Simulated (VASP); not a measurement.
A run of VASP 6.6.1:

Contents of POSCAR:

```
Rh
1.0
    2.7036431850      0.0000000000      0.0000000000
   -1.3518215925      2.3414236809      0.0000000000
    0.0000000000      0.0000000000      4.6965065961
Rh
2
Direct
    0.6666666667      0.3333333333      0.7500000000
    0.3333333333      0.6666666667      0.2500000000
```

File INCAR.step1:

```
ALGO = Normal
EDIFF = 1E-4
ENCUT = 520
GGA = PE
ISMEAR = 0
LASPH = T
LCHARG = F
LREAL = F
LWAVE = T
NBANDS = 22
NELM = 100
PREC = Accurate
SIGMA = 0.15
```

The input INCAR.step2:

```
ALGO = Normal
EDIFF = 1E-6
ENCUT = 520
ISIF = 2
ISMEAR = 0
ISTART = 1
LASPH = T
LCHARG = F
LMIXTAU = T
LREAL = F
LWAVE = F
METAGGA = R2SCAN
NBANDS = 22
NELM = 100
PREC = Accurate
SIGMA = 0.15
```

KPOINTS

```
k-points
0
Gamma
  24 24 14
```

Potentials or basis: VASP PAW PBE potentials, release 64 (Rh_pv).

The run is started by

```sh
$ cat potpaw_PBE.64/Rh_pv/POTCAR > POTCAR
$ cp INCAR.step1 INCAR
$ mpirun -np 1 vasp_std > vasp.out
$ cp INCAR.step2 INCAR
$ mpirun -np 1 vasp_std > vasp.out
```

Hardware: 1 thread of Intel(R) Xeon(R) 6975P-C (Granite Rapids), on a shared host.

Q: How long does it take, and how much memory?

A: Run time: 6.7 min on 1 thread of Intel(R) Xeon(R) 6975P-C (Granite Rapids), on a shared host, peak memory 0.35 GiB. Counts: k points 488.
